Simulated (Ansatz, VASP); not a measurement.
# Hf: VASP beside Ansatz

File POSCAR:

```
Hf
1.0
    0.0000000000      1.9393486317      2.9090229476
    1.9393486317      0.0000000000      2.9090229476
    1.9393486317      1.9393486317      0.0000000000
Hf
1
Direct
    0.0000000000      0.0000000000      0.0000000000
```

File INCAR.step1:

```
PREC     = Accurate       # precision mode
ENCUT    = 520            # plane-wave cutoff, eV
ISMEAR   = 0              # smearing method
SIGMA    = 0.15           # smearing width, eV
LREAL    = F              # projectors in reciprocal space
LASPH    = T              # aspherical terms in the spheres
NELM     = 100            # most SCF steps
NBANDS   = 11             # bands
GGA      = PE             # functional
ALGO     = Normal         # electronic algorithm
EDIFF    = 1E-4           # SCF threshold, eV
LWAVE    = T              # write WAVECAR
LCHARG   = F              # write CHGCAR
```

INCAR.step2

```
PREC     = Accurate       # precision mode
ENCUT    = 520            # plane-wave cutoff, eV
EDIFF    = 1E-6           # SCF threshold, eV
ISMEAR   = 0              # smearing method
SIGMA    = 0.15           # smearing width, eV
LREAL    = F              # projectors in reciprocal space
LASPH    = T              # aspherical terms in the spheres
NELM     = 100            # most SCF steps
ALGO     = Normal         # electronic algorithm
ISIF     = 2              # what is computed and relaxed
LWAVE    = F              # write WAVECAR
LCHARG   = F              # write CHGCAR
METAGGA  = R2SCAN         # meta-GGA
LMIXTAU  = T            
NBANDS   = 11             # bands
ISTART   = 1
```

File KPOINTS:

```
Automatic mesh
0
Gamma
  20 20 20
```

Input for Ansatz:

```yaml
crystal:
  lattice:
    - [0.0, 1.9393486317, 2.9090229476]
    - [1.9393486317, 0.0, 2.9090229476]
    - [1.9393486317, 1.9393486317, 0.0]
  atoms:
    - { symbol: Hf, position: [0.0, 0.0, 0.0] }
basis:
  ecutwfc: 500
kpoints:
  mp_grid: { grid: [20, 20, 20] }
hamiltonian:
  xc: r2scan
scf:
  occupations: { method: gaussian, width: 0.15 }
output:
  forces: true
  stress: true
  eigenvalues: true
  write_density: true
  write_potential: true
  elf: true
  volumetric_format: npy
```

Alike in both runs: task single point; functional r2SCAN; k mesh 20 × 20 × 20; occupations gaussian, width 0.15 eV; no spin polarisation.

```csv
,VASP,Ansatz
version,VASP 6.6.1,Ansatz 0.2.0
potentials or method,"VASP PAW PBE potentials, release 64 (Hf_pv), cutoff 520 eV","scalar-relativistic, plane waves, PAW"
valence electrons in the cell,10,26
```

Ansatz gave:

- gap on the k mesh at the Fermi level (eV): none
- pressure (GPa): 1.8
- traceless stress, the component that is largest in VASP (GPa): -19.39

Q: Which values does VASP return?

A: gap on the k mesh at the Fermi level (eV): none; pressure (GPa): 1.3; traceless stress, the component that is largest in VASP (GPa): -19.44.

VASP's potentials were made for PBE, not for r2SCAN. A gap of «none» marks a metal or a gap that the smearing closes. VASP's potentials hold 10 valence electrons a cell and Ansatz's 26, so a difference there can come from the potentials and not from the codes.

Neither program's run includes spin-orbit coupling.
